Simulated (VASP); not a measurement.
A run of VASP 6.6.1 is set up as follows.

Contents of INCAR:

```
PREC = Accurate ; ENCUT = 520
EDIFF = 1E-6 ; ISMEAR = -1
SIGMA = 0.05 ; LREAL = False
LASPH = True ; NELM = 80
ALGO = Normal ; ISIF = 2
LWAVE = False ; LCHARG = True
LELF = True ; LVHAR = True
NBANDS = 21
```

Contents of KPOINTS:

```
Automatic mesh
0
Gamma
  10 10 5
```

Contents of POSCAR:

```
Ru
1.0
    2.6724726904      0.0000000000      0.0000000000
   -1.3362363452      2.3144292408      0.0000000000
    0.0000000000      0.0000000000      4.2291598813
Ru
2
Direct
    0.3333333333      0.6666666667      0.2500000000
    0.6666666667      0.3333333333      0.7500000000
```

Potentials or basis: VASP PAW LDA potentials, release 64 (Ru_pv).

The run is started by

```sh
$ cat potpaw_LDA.64/Ru_pv/POTCAR > POTCAR
$ mpirun -np 1 vasp_std > vasp.out
```

(1) What does it give for the band gap on the k mesh?

(2) Predict the pressure.

## Answers

(1) zero (band 14 reaches 14.97 eV, above the bottom of band 15 at 11.69 eV).

(2) 1.2 GPa.
